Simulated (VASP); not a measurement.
# CaO (R-3m) in VASP: further runs

Runs on CaO. Level: r2SCAN. Tasks: single point.

All numbers are computed with VASP 6.6.1; they aren't measurements. Logs are shortened: lines on timing, memory, paths and dates and some standing lists are left out, and cuts for length are marked.

**1. The cell of the first run**

It takes space group R-3m (No. 166, trigonal). Conventional cell: a = 3.548 Å, b = 3.548 Å, c = 8.083 Å, α = 90.00°, β = 90.00°, γ = 120.00°. Ca (site symmetry -3m) has 6 O at 2.45 Å within 3.2 Å. O (site symmetry -3m) has 6 Ca at 2.45 Å within 3.2 Å.

**2. Single point, r2SCAN**

File POSCAR:

```
CaO
1.0
   -0.1170849972      2.3918792286      2.3918792286
    2.3918792286     -0.1170849972      2.3918792286
    2.3918792286      2.3918792286     -0.1170849972
Ca O
1 1
Direct
    0.0000000000      0.0000000000      0.0000000000
    0.5000000000      0.5000000000      0.5000000000
```

File INCAR.step1:

```
ALGO     = Normal         # electronic algorithm
EDIFF    = 1E-4           # SCF threshold, eV
ENCUT    = 520            # plane-wave cutoff, eV
GGA      = PE             # functional
ISMEAR   = 0              # smearing method
LASPH    = True           # aspherical terms in the spheres
LCHARG   = False          # write CHGCAR
LREAL    = False          # projectors in reciprocal space
LWAVE    = True           # write WAVECAR
NBANDS   = 15             # bands
NELM     = 60             # most SCF steps
PREC     = Accurate       # precision mode
SIGMA    = 0.05           # smearing width, eV
```

File INCAR.step2:

```
ALGO     = Normal         # electronic algorithm
EDIFF    = 1E-6           # SCF threshold, eV
ENCUT    = 520            # plane-wave cutoff, eV
ISIF     = 2              # what is computed and relaxed
ISMEAR   = 0              # smearing method
ISTART   = 1            
LASPH    = True           # aspherical terms in the spheres
LCHARG   = False          # write CHGCAR
LMIXTAU  = True         
LREAL    = False          # projectors in reciprocal space
LWAVE    = False          # write WAVECAR
METAGGA  = R2SCAN         # meta-GGA
NBANDS   = 15             # bands
NELM     = 60             # most SCF steps
PREC     = Accurate       # precision mode
SIGMA    = 0.05           # smearing width, eV
```

File KPOINTS:

```
k-points
0
Gamma
  10 10 10
```

Potentials or basis: VASP PAW PBE potentials, release 64 (Ca_sv, O).

On the command line:

```sh
$ cat potpaw_PBE.64/Ca_sv/POTCAR potpaw_PBE.64/O/POTCAR > POTCAR
$ cp INCAR.step1 INCAR
$ mpirun -np 1 vasp_std > vasp.out
$ cp INCAR.step2 INCAR
$ mpirun -np 1 vasp_std > vasp.out
```

OUTCAR:

```text
EDIFF = 1E-6
   ENCUT = 520
   ISIF = 2
   ISMEAR = 0
   ISTART = 1
   LASPH = True
   LREAL = False
   METAGGA = R2SCAN
   NELM = 60
   PREC = Accurate

 ion  position               nearest neighbor table
   1  0.000  0.000  0.000-   2 2.45   2 2.45   2 2.45   2 2.45   2 2.45   2 2.45
   2  0.500  0.500  0.500-   1 2.45   1 2.45   1 2.45   1 2.45   1 2.45   1 2.45

  LATTYP: Found a trigonal (rhomboedric) cell.
 ALAT       =     3.3846538058
 COS(alpha) =     0.4505091948

  Lattice vectors:

 A1 = (  -0.1170849972,   2.3918792286,   2.3918792286)
 A2 = (   2.3918792286,  -0.1170849972,   2.3918792286)
 A3 = (   2.3918792286,   2.3918792286,  -0.1170849972)

Analysis of symmetry for initial positions (statically):
=====================================================================
 Subroutine PRICEL returns:
 Original cell was already a primitive cell.

 Routine SETGRP: Setting up the symmetry group for a
 trigonal (rhombohedral) supercell.

 Subroutine GETGRP returns: Found 12 space group operations
 (whereof 12 operations were pure point group operations)
 out of a pool of 12 trial point group operations.

The static configuration has the point symmetry D_3d.

Analysis of symmetry for dynamics (positions and initial velocities):
=====================================================================
 Subroutine PRICEL returns:
 Original cell was already a primitive cell.

 Routine SETGRP: Setting up the symmetry group for a
 trigonal (rhombohedral) supercell.

 Subroutine GETGRP returns: Found 12 space group operations
 (whereof 12 operations were pure point group operations)
 out of a pool of 12 trial point group operations.

The dynamic configuration has the point symmetry D_3d.

 Subroutine INISYM returns: Found 12 space group operations
 (whereof 12 operations are pure point group operations),
 and found     1 'primitive' translations

----------------------------------------------------------------------------------------

                                     Primitive cell

  volume of cell :      29.3762

  direct lattice vectors                    reciprocal lattice vectors
    -0.117084997  2.391879229  2.391879229    -0.194285431  0.204285417  0.204285417
     2.391879229 -0.117084997  2.391879229     0.204285417 -0.194285431  0.204285417
     2.391879229  2.391879229 -0.117084997     0.204285417  0.204285417 -0.194285431

  length of vectors
     3.384653806  3.384653806  3.384653806     0.348154983  0.348154983  0.348154983

  position of ions in fractional coordinates (direct lattice)
     0.000000000  0.000000000  0.000000000
     0.500000000  0.500000000  0.500000000

  ion indices of the primitive-cell ions
   primitive index   ion index
                 1           1
                 2           2

----------------------------------------------------------------------------------------

 KPOINTS: k-points

Automatic generation of k-mesh.
 Grid dimensions read from file:
 generate k-points for:   10   10   10

 Generating k-lattice:

  Cartesian coordinates                     Fractional coordinates (reciprocal lattice)
    -0.019428543  0.020428542  0.020428542     0.100000000  0.000000000  0.000000000
     0.020428542 -0.019428543  0.020428542     0.000000000  0.100000000  0.000000000
     0.020428542  0.020428542 -0.019428543     0.000000000  0.000000000  0.100000000

  Length of vectors
     0.034815498  0.034815498  0.034815498

  Shift w.r.t. Gamma in fractional coordinates (k-lattice)
     0.000000000  0.000000000  0.000000000

 Subroutine IBZKPT returns following result:
 ===========================================

 Found    116 irreducible k-points:

 Following reciprocal coordinates:
            Coordinates               Weight
  0.000000  0.000000  0.000000      1.000000
  0.100000  0.000000 -0.000000      6.000000
  0.200000  0.000000 -0.000000      6.000000
  0.300000  0.000000  0.000000      6.000000
  0.400000  0.000000  0.000000      6.000000
  0.500000  0.000000  0.000000      3.000000
[... 16 lines left out ...]
  0.300000  0.300000  0.000000      6.000000
  0.400000  0.300000  0.000000     12.000000
 [... further k-points ...]
   k-points           NKPTS =    116   k-points in BZ     NKDIM =    116   number of bands    NBANDS=     15
   number of dos      NEDOS =    301   number of ions     NIONS =      2
   total plane-waves  NPLWV =  21952
   dimension x,y,z NGX =    28 NGY =   28 NGZ =   28
   dimension x,y,z NGXF=    56 NGYF=   56 NGZF=   56
   ions per type =               1   1
   NGX,Y,Z   is equivalent  to a cutoff of  13.75, 13.75, 13.75 a.u.
   NGXF,Y,Z  is equivalent  to a cutoff of  27.51, 27.51, 27.51 a.u.
 SYSTEM =  unknown system
   PREC   = accura    normal or accurate (medium, high low for compatibility)
   ISTART =      1    job   : 0-new  1-cont  2-samecut
   ICHARG =      0    charge: 1-file 2-atom 10-const
   ISPIN  =      1    spin polarized calculation?
   LNONCOLLINEAR =      F non collinear calculations
   LSORBIT =      F    spin-orbit coupling
   LASPH  =      T    aspherical Exc in radial PAW
   ENCUT  =  520.0 eV  38.22 Ry    6.18 a.u.   6.29  6.29  6.29*2*pi/ulx,y,z
   NELM   =     60;   NELMIN=  2; NELMDL=  0     # of ELM steps
   EDIFF  = 0.1E-05   stopping-criterion for ELM
   LREAL  =      F    real-space projection
[... 7 lines left out ...]
   TEBEG  =    0.0;   TEEND  =   0.0 temperature during run
   PSTRESS=    0.0 pullay stress
   NELECT =      16.0000    total number of electrons
   NUPDOWN=      -1.0000    fix difference up-down
   EMIN   =  10.00;   EMAX   =-10.00  energy-range for DOS
   EFERMI =   0.00;   METHOD = LEGACY
   ISMEAR =     0;   SIGMA  =   0.05  broadening in eV -4-tet -1-fermi 0-gaus
   EFERMI_NEDOS =   21; number of points for ismear=-14 and -15
   IALGO  =     38    algorithm
   IMIX   =      4    mixing-type and parameters
     AMIX     =   0.40;   BMIX     =  1.00
     AMIX_MAG =   1.60;   BMIX_MAG =  1.00
  volume/ion in A,a.u.               =      14.69        99.12
  Fermi-wavevector in a.u.,A,eV,Ry     =   1.336953  2.526474 24.319632  1.787443
  Thomas-Fermi vector in A             =   2.465539
   LORBIT       =      0    0 simple, 1 ext, 2 COOP (PROOUT), +10 PAW based schemes
   METAGGA = R2SCAN    functional components
   LHFCALC =     F    Hartree Fock is set to
   AEXX    =    0.0000 exact exchange contribution
   IVDW    =     0    specifies the selected vdW correction
   LEPSILON=     F    determine dielectric tensor
   LRPA    =     F    only Hartree local field effects (RPA)
 non-spin polarized calculation
 Gauss-broadening in eV      SIGMA  =   0.05
  energy-cutoff  :      520.00
  volume of cell :       29.38
 maximum number of plane-waves:       808
 NGX is ok and might be reduce to    28
   NGX = 13   NGY = 13   NGZ = 13

 number of electron      16.0000000 magnetization

 Free energy of the ion-electron system (eV)
  ---------------------------------------------------
  ext. energy  EPLUGINS =         0.00000000
  ---------------------------------------------------
  free energy    TOTEN  =       -19.38128754 eV

  energy without entropy =      -19.38128754  energy(sigma->0) =      -19.38128754

 E-fermi :   2.2044     XC(G=0): -10.7812

 val. band max:        1.8820165556   @ k =   0.0000   0.0000   0.0000
 cond. band min:       5.8936045176   @ k =   0.5000   0.5000   0.0000
 fundamental gap:      4.0115879620
 Fermi energy:         2.2043772620

 k-point     1 :       0.0000    0.0000    0.0000
  band No.  band energies     occupation
      1     -37.6262      2.00000
      2     -17.5573      2.00000
      3     -17.5445      2.00000
      4     -17.5445      2.00000
      5     -14.6413      2.00000
      6       1.6618      2.00000
      7       1.6618      2.00000
      8       1.8820      2.00000
      9       6.6259      0.00000
     10       8.1320      0.00000
     11       8.1320      0.00000
     12       8.9444      0.00000
     13       9.9456      0.00000
     14       9.9456      0.00000
     15      17.1446      0.00000

 k-point     2 :       0.1000    0.0000   -0.0000
  band No.  band energies     occupation
      1     -37.6192      2.00000
      2     -17.6620      2.00000
      3     -17.5605      2.00000
      4     -17.5463      2.00000
      5     -14.5180      2.00000
      6       1.3484      2.00000
      7       1.5380      2.00000
      8       1.7545      2.00000
      9       7.0549      0.00000
     10       8.1720      0.00000
     11       8.2876      0.00000
     12       9.0566      0.00000
     13      10.1552      0.00000
     14      10.1589      0.00000
     15      17.4720      0.00000

 k-point     3 :       0.2000    0.0000   -0.0000
  band No.  band energies     occupation
      1     -37.6009      2.00000
      2     -17.9294      2.00000
      3     -17.5740      2.00000
      4     -17.5509      2.00000
      5     -14.2287      2.00000
      6       0.6384      2.00000
      7       1.2377      2.00000
      8       1.4827      2.00000
      9       8.0476      0.00000
     10       8.2796      0.00000
     11       8.7107      0.00000
     12       9.4557      0.00000
     13      10.7057      0.00000
     14      10.7202      0.00000
     15      17.8768      0.00000

 k-point     4 :       0.3000    0.0000    0.0000
  band No.  band energies     occupation
      1     -37.5783      2.00000
      2     -18.2133      2.00000
      3     -17.5903      2.00000
      4     -17.5564      2.00000
      5     -13.9162      2.00000
      6      -0.0803      2.00000
      7       0.9042      2.00000
      8       1.1873      2.00000
      9       8.4976      0.00000
     10       9.1641      0.00000
     11       9.2812      0.00000
     12      10.0794      0.00000
     13      11.4141      0.00000
     14      11.4426      0.00000
     15      17.2895      0.00000
[... 307 lines left out ...]
 k-point    22 :      -0.2000    0.2000    0.0000
  band No.  band energies     occupation
      1     -37.5716      2.00000
      2     -18.1378      2.00000
      3     -17.7076      2.00000
      4     -17.5682      2.00000
      5     -13.9324      2.00000
      6      -0.0345      2.00000
      7       0.9685      2.00000
      8       1.1290      2.00000
      9       8.3732      0.00000
     10       8.9151      0.00000
     11       9.5384      0.00000
     12      10.0793      0.00000
     13      11.7381      0.00000
     14      11.8770      0.00000
     15      17.7143      0.00000

 k-point    23 :       0.3000    0.3000    0.0000
  band No.  band energies     occupation
      1     -37.5580      2.00000
      2     -18.0389      2.00000
      3     -17.6793      2.00000
      4     -17.6573      2.00000
      5     -14.1868      2.00000
      6       0.0734      2.00000
      7       1.2908      2.00000
      8       1.4975      2.00000
      9       6.5721      0.00000
     10       9.0775      0.00000
     11      10.5074      0.00000
     12      10.6061      0.00000
     13      10.6502      0.00000
     14      12.4198      0.00000
     15      19.1209      0.00000

 k-point    24 :       0.4000    0.3000    0.0000
  band No.  band energies     occupation
      1     -37.5431      2.00000
      2     -18.0943      2.00000
      3     -17.7220      2.00000
      4     -17.6671      2.00000
      5     -14.1823      2.00000
      6       0.1001      2.00000
      7       1.1063      2.00000
      8       1.4074      2.00000
      9       6.5116      0.00000
     10       9.6313      0.00000
     11      10.7512      0.00000
     12      10.8763      0.00000
     13      11.1252      0.00000
     14      12.7824      0.00000
     15      17.5003      0.00000

 [... further k-points ...]

------------------------ aborting loop because EDIFF is reached ----------------------------------------

  FORCE on cell =-STRESS in cart. coord.  units (eV):
  Direction    XX          YY          ZZ          XY          YZ          ZX
  --------------------------------------------------------------------------------------
  -------------------------------------------------------------------------------------
  Total       -1.0722248     -1.0722248     -1.0722248      0.5974908      0.5974908      0.5974908
  in kB      -58.4790168    -58.4790168    -58.4790168     32.5870805     32.5870805     32.5870805
  external PRESSURE =     -58.4790168 kB  Pullay stress =       0.0000000 kB

 VOLUME and BASIS-vectors are now :
 -----------------------------------------------------------------------------
  energy-cutoff  :      520.00
  volume of cell :       29.38
      direct lattice vectors                 reciprocal lattice vectors
    -0.117084997  2.391879229  2.391879229    -0.194285431  0.204285417  0.204285417
     2.391879229 -0.117084997  2.391879229     0.204285417 -0.194285431  0.204285417
     2.391879229  2.391879229 -0.117084997     0.204285417  0.204285417 -0.194285431

 POSITION                                       TOTAL-FORCE (eV/Angst)
 -----------------------------------------------------------------------------------
      0.00000      0.00000      0.00000        -0.000000      0.000000     -0.000000
      2.33334      2.33334      2.33334         0.000000      0.000000      0.000000
 -----------------------------------------------------------------------------------
    total drift:                                0.000000      0.000000      0.000000

  FREE ENERGIE OF THE ION-ELECTRON SYSTEM (eV)
  ---------------------------------------------------
  free  energy   TOTEN  =       -19.3812875405 eV

  energy  without entropy=      -19.3812875405  energy(sigma->0) =      -19.38128754
```

Run time: 83 s. Hardware: 1 thread of Intel Xeon 6975P-C (Granite Rapids), shared host; peak memory 0.2 GiB.

Results:

```
Free energy            : -19.3813 eV
Pressure               : -5.8 GPa
Band gap on the k mesh : 4.01 eV (least direct gap 4.43 eV)
```

Stress tensor (GPa, compression positive):
```
-5.85  3.26  3.26
 3.26 -5.85  3.26
 3.26  3.26 -5.85
```

Caveat: the cell stands under tension; the PAW data sets were made with another functional, which shifts forces and pressure a little.

(Part 1 of 2 ends here.)
